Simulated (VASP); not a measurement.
# AlPt (Pm-3m) in VASP: further runs

AlPt is run at these levels: r2SCAN; tasks: single point.

All numbers are computed with VASP 6.6.1; they aren't measurements. Logs are shortened: lines on timing, memory, paths and dates and some standing lists are left out, and cuts for length are marked.

## (1) The cell of the first run

Symmetry: Pm-3m, No. 221, cubic system. The conventional cell has a = 3.092 Å, b = 3.092 Å, c = 3.092 Å, α = 90.00°, β = 90.00°, γ = 90.00°. Al (site symmetry m-3m) has 8 Pt at 2.68 Å and 6 Al at 3.09 Å within 3.5 Å. Within 3.5 Å of Pt (site symmetry m-3m) lie 8 Al at 2.68 Å and 6 Pt at 3.09 Å.

## (2) Single point, r2SCAN

File POSCAR:

```
AlPt
1.0
    3.0915460000      0.0000000000      0.0000000000
    0.0000000000      3.0915460000      0.0000000000
    0.0000000000      0.0000000000      3.0915460000
Al Pt
1 1
Direct
    0.0000000000      0.0000000000      0.0000000000
    0.5000000000      0.5000000000      0.5000000000
```

File INCAR.step1:

```
SYSTEM = AlPt
PREC     = Accurate       ! precision mode
ENCUT    = 520            ! plane-wave cutoff, eV
ISMEAR   = -1             ! smearing method
SIGMA    = 0.05           ! smearing width, eV
LREAL    = .FALSE.        ! projectors in reciprocal space
LASPH    = .TRUE.         ! aspherical terms in the spheres
NELM     = 80             ! most SCF steps
NBANDS   = 14             ! bands
GGA      = PE             ! functional
ALGO     = Normal         ! electronic algorithm
EDIFF    = 1E-4           ! SCF threshold, eV
LWAVE    = .TRUE.         ! write WAVECAR
LCHARG   = .FALSE.        ! write CHGCAR
```

File INCAR.step2:

```
SYSTEM = AlPt
PREC     = Accurate       ! precision mode
ENCUT    = 520            ! plane-wave cutoff, eV
EDIFF    = 1E-6           ! SCF threshold, eV
ISMEAR   = -1             ! smearing method
SIGMA    = 0.05           ! smearing width, eV
LREAL    = .FALSE.        ! projectors in reciprocal space
LASPH    = .TRUE.         ! aspherical terms in the spheres
NELM     = 80             ! most SCF steps
ALGO     = Normal         ! electronic algorithm
ISIF     = 2              ! what is computed and relaxed
LWAVE    = .FALSE.        ! write WAVECAR
LCHARG   = .FALSE.        ! write CHGCAR
METAGGA  = R2SCAN         ! meta-GGA
LMIXTAU  = .TRUE.       
NBANDS   = 14             ! bands
ISTART   = 1
```

File KPOINTS:

```
Automatic mesh
0
G
  11 11 11
  0 0 0
```

Potentials or basis: VASP PAW PBE potentials, release 64 (Al, Pt).

The run is started by

```bash
$ cat potpaw_PBE.64/Al/POTCAR potpaw_PBE.64/Pt/POTCAR > POTCAR
$ cp INCAR.step1 INCAR
$ mpirun -np 1 vasp_std > vasp.out
$ cp INCAR.step2 INCAR
$ mpirun -np 1 vasp_std > vasp.out
```

OUTCAR:

```text
SYSTEM = AlPt
   PREC = Accurate
   ENCUT = 520
   EDIFF = 1E-6
   ISMEAR = -1
   LREAL = .FALSE.
   LASPH = .TRUE.
   NELM = 80
   ISIF = 2
   METAGGA = R2SCAN
   ISTART = 1

 ion  position               nearest neighbor table
   1  0.000  0.000  0.000-   2 2.68   2 2.68   2 2.68   2 2.68   2 2.68   2 2.68   2 2.68   2 2.68

   2  0.500  0.500  0.500-   1 2.68   1 2.68   1 2.68   1 2.68   1 2.68   1 2.68   1 2.68   1 2.68

  LATTYP: Found a simple cubic cell.
 ALAT       =     3.0915460000

  Lattice vectors:

 A1 = (   3.0915460000,   0.0000000000,   0.0000000000)
 A2 = (   0.0000000000,   3.0915460000,   0.0000000000)
 A3 = (   0.0000000000,   0.0000000000,   3.0915460000)

Analysis of symmetry for initial positions (statically):
=====================================================================
 Subroutine PRICEL returns:
 Original cell was already a primitive cell.

 Routine SETGRP: Setting up the symmetry group for a
 simple cubic supercell.

 Subroutine GETGRP returns: Found 48 space group operations
 (whereof 48 operations were pure point group operations)
 out of a pool of 48 trial point group operations.

The static configuration has the point symmetry O_h .

Analysis of symmetry for dynamics (positions and initial velocities):
=====================================================================
 Subroutine PRICEL returns:
 Original cell was already a primitive cell.

 Routine SETGRP: Setting up the symmetry group for a
 simple cubic supercell.

 Subroutine GETGRP returns: Found 48 space group operations
 (whereof 48 operations were pure point group operations)
 out of a pool of 48 trial point group operations.

The dynamic configuration has the point symmetry O_h .

 Subroutine INISYM returns: Found 48 space group operations
 (whereof 48 operations are pure point group operations),
 and found     1 'primitive' translations

----------------------------------------------------------------------------------------

                                     Primitive cell

  volume of cell :      29.5479

  direct lattice vectors                    reciprocal lattice vectors
     3.091546000  0.000000000  0.000000000     0.323462759  0.000000000  0.000000000
     0.000000000  3.091546000  0.000000000     0.000000000  0.323462759  0.000000000
     0.000000000  0.000000000  3.091546000     0.000000000  0.000000000  0.323462759

  length of vectors
     3.091546000  3.091546000  3.091546000     0.323462759  0.323462759  0.323462759

  position of ions in fractional coordinates (direct lattice)
     0.000000000  0.000000000  0.000000000
     0.500000000  0.500000000  0.500000000

  ion indices of the primitive-cell ions
   primitive index   ion index
                 1           1
                 2           2

----------------------------------------------------------------------------------------

 KPOINTS: Automatic mesh

Automatic generation of k-mesh.
 Grid dimensions read from file:
 generate k-points for:   11   11   11

 Generating k-lattice:

  Cartesian coordinates                     Fractional coordinates (reciprocal lattice)
     0.029405705  0.000000000  0.000000000     0.090909091  0.000000000  0.000000000
     0.000000000  0.029405705  0.000000000     0.000000000  0.090909091  0.000000000
     0.000000000  0.000000000  0.029405705     0.000000000  0.000000000  0.090909091

  Length of vectors
     0.029405705  0.029405705  0.029405705

  Shift w.r.t. Gamma in fractional coordinates (k-lattice)
     0.000000000  0.000000000  0.000000000

 Subroutine IBZKPT returns following result:
 ===========================================

 Found     56 irreducible k-points:

 Following reciprocal coordinates:
            Coordinates               Weight
  0.000000  0.000000  0.000000      1.000000
  0.090909  0.000000  0.000000      6.000000
  0.181818  0.000000  0.000000      6.000000
  0.272727  0.000000  0.000000      6.000000
  0.363636  0.000000  0.000000      6.000000
  0.454545  0.000000  0.000000      6.000000
[... 16 lines left out ...]
  0.181818  0.090909  0.090909     24.000000
  0.272727  0.090909  0.090909     24.000000
 [... further k-points ...]
   k-points           NKPTS =     56   k-points in BZ     NKDIM =     56   number of bands    NBANDS=     14
   number of dos      NEDOS =    301   number of ions     NIONS =      2
   total plane-waves  NPLWV =  13824
   dimension x,y,z NGX =    24 NGY =   24 NGZ =   24
   dimension x,y,z NGXF=    48 NGYF=   48 NGZF=   48
   ions per type =               1   1
   NGX,Y,Z   is equivalent  to a cutoff of  12.91, 12.91, 12.91 a.u.
   NGXF,Y,Z  is equivalent  to a cutoff of  25.81, 25.81, 25.81 a.u.
 SYSTEM =  AlPt
   PREC   = accura    normal or accurate (medium, high low for compatibility)
   ISTART =      1    job   : 0-new  1-cont  2-samecut
   ICHARG =      0    charge: 1-file 2-atom 10-const
   ISPIN  =      1    spin polarized calculation?
   LNONCOLLINEAR =      F non collinear calculations
   LSORBIT =      F    spin-orbit coupling
   LASPH  =      T    aspherical Exc in radial PAW
   ENCUT  =  520.0 eV  38.22 Ry    6.18 a.u.   5.75  5.75  5.75*2*pi/ulx,y,z
   NELM   =     80;   NELMIN=  2; NELMDL=  0     # of ELM steps
   EDIFF  = 0.1E-05   stopping-criterion for ELM
   LREAL  =      F    real-space projection
   EDIFFG = 0.1E-04   stopping-criterion for IOM
   NSW    =      0    number of steps for IOM
   IBRION =     -1    ionic relax: 0-MD 1-quasi-New 2-CG
   NFREE  =      0    steps in history (QN), initial steepest desc. (CG)
   ISIF   =      2    stress and relaxation
   ISYM   =      2    0-nonsym 1-usesym 2-fastsym
   POTIM  = 0.5000    time-step for ionic-motion
   TEBEG  =    0.0;   TEEND  =   0.0 temperature during run
   PSTRESS=    0.0 pullay stress
   NELECT =      13.0000    total number of electrons
   NUPDOWN=      -1.0000    fix difference up-down
   EMIN   =  10.00;   EMAX   =-10.00  energy-range for DOS
   EFERMI =   0.00;   METHOD = LEGACY
   ISMEAR =    -1;   SIGMA  =   0.05  broadening in eV -4-tet -1-fermi 0-gaus
   EFERMI_NEDOS =   21; number of points for ismear=-14 and -15
   IALGO  =     38    algorithm
   IMIX   =      4    mixing-type and parameters
     AMIX     =   0.40;   BMIX     =  1.00
     AMIX_MAG =   1.60;   BMIX_MAG =  1.00
  volume/ion in A,a.u.               =      14.77        99.70
  Fermi-wavevector in a.u.,A,eV,Ry     =   1.245127  2.352948 21.093665  1.550341
  Thomas-Fermi vector in A             =   2.379363
   LORBIT       =      0    0 simple, 1 ext, 2 COOP (PROOUT), +10 PAW based schemes
   METAGGA = R2SCAN    functional components
   LHFCALC =     F    Hartree Fock is set to
   AEXX    =    0.0000 exact exchange contribution
   IVDW    =     0    specifies the selected vdW correction
   LEPSILON=     F    determine dielectric tensor
   LRPA    =     F    only Hartree local field effects (RPA)
 non-spin polarized calculation
  energy-cutoff  :      520.00
  volume of cell :       29.55
 maximum number of plane-waves:       812
 NGX is ok and might be reduce to    24
   NGX = 11   NGY = 11   NGZ = 11

 number of electron      12.9999997 magnetization

 Free energy of the ion-electron system (eV)
  ---------------------------------------------------
  ext. energy  EPLUGINS =         0.00000000
  ---------------------------------------------------
  free energy    TOTEN  =       -60.22004772 eV

  energy without entropy =      -60.21500852  energy(sigma->0) =      -60.21752812

 E-fermi :  10.6698     XC(G=0): -13.1286

 val. band max:       10.5310378831   @ k =   0.3636   0.3636   0.0909
 cond. band min:      10.7233187428   @ k =   0.3636   0.2727   0.0909
 fundamental gap:      0.1922808597
 Fermi energy:        10.6697951889

 k-point     1 :       0.0000    0.0000    0.0000
  band No.  band energies     occupation
      1      -1.4935      2.00000
      2       4.7960      2.00000
      3       4.7960      2.00000
      4       7.8901      2.00000
      5       7.8901      2.00000
      6       7.8901      2.00000
      7      14.8162      0.00000
      8      14.8162      0.00000
      9      14.8162      0.00000
     10      20.0741      0.00000
     11      20.0741      0.00000
     12      21.2644      0.00000
     13      29.3697      0.00000
     14      29.3697      0.00000

 k-point     2 :       0.0909    0.0000    0.0000
  band No.  band energies     occupation
      1      -1.3340      2.00000
      2       4.8413      2.00000
      3       4.8497      2.00000
      4       7.7378      2.00000
      5       7.7378      2.00000
      6       7.9059      2.00000
      7      13.9018      0.00000
      8      15.1025      0.00000
      9      15.1025      0.00000
     10      19.7841      0.00000
     11      20.5005      0.00000
     12      22.0750      0.00000
     13      28.5663      0.00000
     14      28.5663      0.00000

 k-point     3 :       0.1818    0.0000    0.0000
  band No.  band energies     occupation
      1      -0.8659      2.00000
      2       4.9499      2.00000
      3       4.9666      2.00000
      4       7.3695      2.00000
      5       7.3695      2.00000
      6       7.9484      2.00000
      7      12.2435      0.00000
      8      15.8718      0.00000
      9      15.8718      0.00000
     10      19.0663      0.00000
     11      20.8384      0.00000
     12      24.3625      0.00000
     13      26.8733      0.00000
     14      26.8733      0.00000
[... 324 lines left out ...]
 k-point    23 :       0.1818    0.0909    0.0909
  band No.  band energies     occupation
      1      -0.5570      2.00000
      2       5.0717      2.00000
      3       5.0730      2.00000
      4       7.1666      2.00000
      5       7.2370      2.00000
      6       7.6613      2.00000
      7      12.7232      0.00000
      8      15.0442      0.00000
      9      15.1294      0.00000
     10      20.0841      0.00000
     11      21.7747      0.00000
     12      24.5985      0.00000
     13      25.6575      0.00000
     14      26.4068      0.00000

 k-point    24 :       0.2727    0.0909    0.0909
  band No.  band energies     occupation
      1       0.1759      2.00000
      2       4.9968      2.00000
      3       5.2465      2.00000
      4       6.7878      2.00000
      5       6.8598      2.00000
      6       7.7261      2.00000
      7      11.2006      0.00005
      8      15.9314      0.00000
      9      16.0056      0.00000
     10      19.4026      0.00000
     11      22.4254      0.00000
     12      23.6824      0.00000
     13      24.9390      0.00000
     14      26.8207      0.00000

 [... further k-points ...]
[... 5 lines left out ...]
  --------------------------------------------------------------------------------------
  -------------------------------------------------------------------------------------
  Total       -0.9096967     -0.9096967     -0.9096967      0.0000000     -0.0000000      0.0000000
  in kB      -49.3264742    -49.3264742    -49.3264742      0.0000000     -0.0000000      0.0000000
  external PRESSURE =     -49.3264742 kB  Pullay stress =       0.0000000 kB

 VOLUME and BASIS-vectors are now :
 -----------------------------------------------------------------------------
  energy-cutoff  :      520.00
  volume of cell :       29.55
      direct lattice vectors                 reciprocal lattice vectors
     3.091546000  0.000000000  0.000000000     0.323462759  0.000000000  0.000000000
     0.000000000  3.091546000  0.000000000     0.000000000  0.323462759  0.000000000
     0.000000000  0.000000000  3.091546000     0.000000000  0.000000000  0.323462759

 POSITION                                       TOTAL-FORCE (eV/Angst)
 -----------------------------------------------------------------------------------
      0.00000      0.00000      0.00000         0.000000      0.000000      0.000000
      1.54577      1.54577      1.54577         0.000000      0.000000      0.000000
 -----------------------------------------------------------------------------------
    total drift:                                0.000000     -0.000000     -0.000000

  FREE ENERGIE OF THE ION-ELECTRON SYSTEM (eV)
  ---------------------------------------------------
  free  energy   TOTEN  =       -60.2200477175 eV

  energy  without entropy=      -60.2150085218  energy(sigma->0) =      -60.21752812
```

Wall time 40 s (1 thread of Intel Xeon 8259CL, shared host); peak memory 0.16 GiB.

What came out:

| Property | Result |
| --- | --- |
| Free energy | -60.2200 eV |
| Pressure | -4.9 GPa |
| Band gap on the k mesh | zero (an odd number of electrons rules out a gap without spin polarisation) |

Caveat: the cell stands under tension; the PAW data sets were made with another functional, which shifts forces and pressure a little; spin-orbit coupling is left out, which moves the levels of the heavy elements.

## (3) Single point, r2SCAN, collinear spin

POSCAR is that of step 2.

File INCAR.step1:

```
PREC = Accurate
ENCUT = 520
ISMEAR = -1
SIGMA = 0.05
LREAL = False
LASPH = True
NELM = 150
ISPIN = 2
MAGMOM = 0 0.6
LMAXMIX = 4
NBANDS = 18
GGA = PE
ALGO = Normal
EDIFF = 1E-4
LWAVE = True
LCHARG = False
```

File INCAR.step2:

```
PREC = Accurate
ENCUT = 520
EDIFF = 1E-7
ISMEAR = -1
SIGMA = 0.05
LREAL = False
LASPH = True
NELM = 150
ALGO = Normal
ISIF = 2
LWAVE = False
LCHARG = False
ISPIN = 2
MAGMOM = 0 0.6
LORBIT = 11
LMAXMIX = 4
METAGGA = R2SCAN
LMIXTAU = True
NBANDS = 18
ISTART = 1
```

File KPOINTS:

```
regular mesh
0
Gamma
  11 11 11
```

Potentials or basis: VASP PAW PBE potentials, release 64 (Al, Pt).

The run is started by

```bash
$ cat potpaw_PBE.64/Al/POTCAR potpaw_PBE.64/Pt/POTCAR > POTCAR
$ cp INCAR.step1 INCAR
$ mpirun -np 1 vasp_std > vasp.out
$ cp INCAR.step2 INCAR
$ mpirun -np 1 vasp_std > vasp.out
```

Run time: 2.9 min. Hardware: 1 thread of Intel Xeon 8259CL, shared host; peak memory 0.19 GiB.

It converged, with:

- Free energy: -60.2200 eV
- Pressure: -4.9 GPa
- Net moment: 0.00 μB per cell
- Valence electrons inside the program's atomic spheres: Al 0.72; Pt 9.48

Levels at points of the mesh, in eV from the Fermi level:
Spin up:
| k point | band 3 | band 4 | band 5 | band 6 | band 7 | band 8 | band 9 | band 10 |
| --- | --- | --- | --- | --- | --- | --- | --- | --- |
| (0.00, 0.00, 0.00) | -5.87 | -2.78 | -2.78 | -2.78 | 4.15 | 4.15 | 4.15 | 9.40 |
Spin down:
```tsv
k point	band 2	band 3	band 4	band 5	band 6	band 7	band 8	band 9	band 10	band 11
(0.00, 0.00, 0.00)	-5.87	-5.87	-2.78	-2.78	-2.78	4.15	4.15	4.15	9.40	9.40
```

Caveat: the cell stands under tension; the PAW data sets were made with another functional, which shifts forces and pressure a little; spin-orbit coupling is left out, which moves the levels of the heavy elements.

## (4) Single point, r2SCAN, collinear spin

POSCAR is that of step 3.

File INCAR.step1:

```
  PREC = Accurate
  ENCUT = 520
  ISMEAR = -1
  SIGMA = 0.05
  LREAL = False
  LASPH = True
  NELM = 150
  ISPIN = 2
  MAGMOM = 0 0.1
  NUPDOWN = 0.1
  LMAXMIX = 4
  NBANDS = 18
  GGA = PE
  ALGO = Normal
  EDIFF = 1E-4
  LWAVE = True
  LCHARG = False
```

File INCAR.step2:

```
  PREC = Accurate
  ENCUT = 520
  EDIFF = 1E-7
  ISMEAR = -1
  SIGMA = 0.05
  LREAL = False
  LASPH = True
  NELM = 150
  ALGO = Normal
  ISIF = 2
  LWAVE = False
  LCHARG = False
  ISPIN = 2
  MAGMOM = 0 0.1
  LORBIT = 11
  NUPDOWN = 0.1
  LMAXMIX = 4
  METAGGA = R2SCAN
  LMIXTAU = True
  NBANDS = 18
  ISTART = 1
```

File KPOINTS:

```
Automatic mesh
0
Gamma
  11 11 11
```

The run is started by

```bash
$ cat potpaw_PBE.64/Al/POTCAR potpaw_PBE.64/Pt/POTCAR > POTCAR
$ cp INCAR.step1 INCAR
$ mpirun -np 1 vasp_std > vasp.out
$ cp INCAR.step2 INCAR
$ mpirun -np 1 vasp_std > vasp.out
```

Run time: 3.2 min. Hardware: 1 thread of Intel Xeon 8259CL, shared host; peak memory 0.19 GiB.

Results (log left out):

```
Free energy                                           : -60.2137 eV
Pressure                                              : -4.9 GPa
Net moment                                            : 0.10 μB per cell
Site moments                                          : Al +0.01; Pt +0.07 μB
Valence electrons inside the program's atomic spheres : Al 0.72; Pt 9.48
```

Caveat: the cell stands under tension; the PAW data sets were made with another functional, which shifts forces and pressure a little; spin-orbit coupling is left out, which moves the levels of the heavy elements; the total moment is fixed, so each spin has its own Fermi level and the state may be an excited one.

## (5) Single point, r2SCAN, collinear spin

POSCAR is that of step 4.

File INCAR.step1:

```
PREC = Accurate ; ENCUT = 520
ISMEAR = -1 ; SIGMA = 0.05
LREAL = F ; LASPH = T
NELM = 150 ; ISPIN = 2
MAGMOM = 0 0.2 ; NUPDOWN = 0.2
LMAXMIX = 4 ; NBANDS = 18
GGA = PE ; ALGO = Normal
EDIFF = 1E-4 ; LWAVE = T
LCHARG = F
```

File INCAR.step2:

```
PREC = Accurate ; ENCUT = 520
EDIFF = 1E-6 ; ISMEAR = -1
SIGMA = 0.05 ; LREAL = F
LASPH = T ; NELM = 150
ALGO = Normal ; ISIF = 2
LWAVE = F ; LCHARG = F
ISPIN = 2 ; MAGMOM = 0 0.2
LORBIT = 11 ; NUPDOWN = 0.2
LMAXMIX = 4 ; METAGGA = R2SCAN
LMIXTAU = T ; NBANDS = 18
ISTART = 1
```

File KPOINTS:

```
regular mesh
0
Gamma
  11 11 11
```

The run is started by

```bash
$ cat potpaw_PBE.64/Al/POTCAR potpaw_PBE.64/Pt/POTCAR > POTCAR
$ cp INCAR.step1 INCAR
$ mpirun -np 1 vasp_std > vasp.out
$ cp INCAR.step2 INCAR
$ mpirun -np 1 vasp_std > vasp.out
```

Run time: 2.3 min. Hardware: 1 thread of Intel Xeon 8259CL, shared host; peak memory 0.19 GiB.

It converged, with:

| Item | Value |
| --- | --- |
| Free energy | -60.1983 eV |
| Pressure | -4.9 GPa |
| Net moment | 0.20 μB per cell |
| Site moments | Al +0.02; Pt +0.13 μB |
| Valence electrons inside the program's atomic spheres | Al 0.72; Pt 9.48 |

Caveat: the cell stands under tension; the PAW data sets were made with another functional, which shifts forces and pressure a little; spin-orbit coupling is left out, which moves the levels of the heavy elements; the total moment is fixed, so each spin has its own Fermi level and the state may be an excited one.

## (6) Summary

```csv
spin,fixed moment (μB),gap on the mesh (eV),pressure (GPa),moment (μB)
off,-,none,-4.9,-
collinear,-,none,-4.9,0.00
collinear,0.1,-,-4.9,0.10
collinear,0.2,-,-4.9,0.20
```

Alike in all rows: task single point; level r2SCAN; potentials or basis VASP PAW PBE potentials, release 64 (Al, Pt); cell as given; k mesh 11 × 11 × 11; cutoff (eV) 520; smearing fermi-dirac 0.05 eV.

Caveats: the cell stands under tension; the PAW data sets were made with another functional, which shifts forces and pressure a little; spin-orbit coupling is left out, which moves the levels of the heavy elements; the total moment is fixed, so each spin has its own Fermi level and the state may be an excited one (at least some runs).

Total energies depend on the potentials used, so only differences within one code and one set of settings carry meaning.

The gap in the log of VASP goes by the Fermi energy; the results here count the filled bands.